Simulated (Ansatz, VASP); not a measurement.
AlN in VASP and in Ansatz

Contents of POSCAR:

```
AlN
1.0
    3.1138126658      0.0000000000      0.0000000000
   -1.5569063329      2.6966408712      0.0000000000
    0.0000000000      0.0000000000      4.9833864552
Al N
2 2
Direct
    0.3333333333      0.6666666667     -0.0009968573
    0.6666666667      0.3333333333      0.4990031427
    0.3333333333      0.6666666667      0.3809968573
    0.6666666667      0.3333333333      0.8809968573
```

The input INCAR.step1:

```
SYSTEM = AlN
PREC = Accurate ; ENCUT = 520
EDIFF = 1E-5 ; ISMEAR = 0
SIGMA = 0.01 ; LREAL = .False.
LASPH = .True. ; NELM = 60
ALGO = Normal ; ISIF = 2
LWAVE = .True. ; GGA = PE
NBANDS = 16
```

Contents of INCAR.step2:

```
SYSTEM = AlN
PREC = Accurate ; ENCUT = 520
EDIFF = 1E-6 ; ISMEAR = 0
SIGMA = 0.01 ; LREAL = .False.
LASPH = .True. ; NELM = 60
ALGO = Normal ; ISIF = 2
LWAVE = .False. ; LCHARG = .True.
GGA = PE ; LHFCALC = .True.
AEXX = 1.0 ; ALDAC = 0.0
AGGAC = 0.0 ; PRECFOCK = Normal
LELF = .True. ; LVHAR = .True.
ISTART = 1 ; NBANDS = 16
```

KPOINTS

```
Automatic mesh
0
Gamma
  6 6 4
  0 0 0
```

Input for Ansatz:

```yaml
crystal:
  lattice:
    - [3.1138126658, 0.0, 0.0]
    - [-1.5569063329, 2.6966408712, 0.0]
    - [0.0, 0.0, 4.9833864552]
  atoms:
    - { symbol: Al, position: [0.3333333333, 0.6666666667, -0.0009968573] }
    - { symbol: Al, position: [0.6666666667, 0.3333333333, 0.4990031427] }
    - { symbol: "N", position: [0.3333333333, 0.6666666667, 0.3809968573] }
    - { symbol: "N", position: [0.6666666667, 0.3333333333, 0.8809968573] }
basis:
  ecutwfc: 420
kpoints:
  mp_grid: { grid: [6, 6, 4] }
  band_path:
    path:
      - [0.0, 0.0, 0.0]
      - [0.5, 0.0, 0.0]
      - [0.3333333333, 0.3333333333, 0.0]
      - [0.0, 0.0, 0.5]
      - [0.5, 0.0, 0.5]
      - [0.3333333333, 0.3333333333, 0.5]
    npoints: 1
hamiltonian:
  xc: hf
scf:
  occupations: { method: fixed }
  n_extra_bands: 5
output:
  eigenvalues: true
```

Alike in both runs: task single point; functional HF; k mesh 6 × 6 × 4; no spin polarisation.

|  | VASP | Ansatz |
| --- | --- | --- |
| version | VASP 6.6.1 | Ansatz 0.2.0 |
| potentials or method | VASP PAW PBE potentials, release 64 (Al, N), cutoff 520 eV | scalar-relativistic, plane waves, PAW |
| occupations | gaussian, width 0.01 eV | fixed |
| valence electrons in the cell | 16 | 16 |

VASP gave:

```
gap on the k mesh at the Fermi level (eV) : 12.29
least direct gap on the mesh (eV)         : 12.29
```

Problem. What did Ansatz give for the same quantities?

Solution. gap on the k mesh at the Fermi level (eV): 13.47; least direct gap on the mesh (eV): 13.47.

VASP's potentials were made for PBE, not for HF. One of these differences is far larger than is usual between the two programs; its cause wasn't traced.
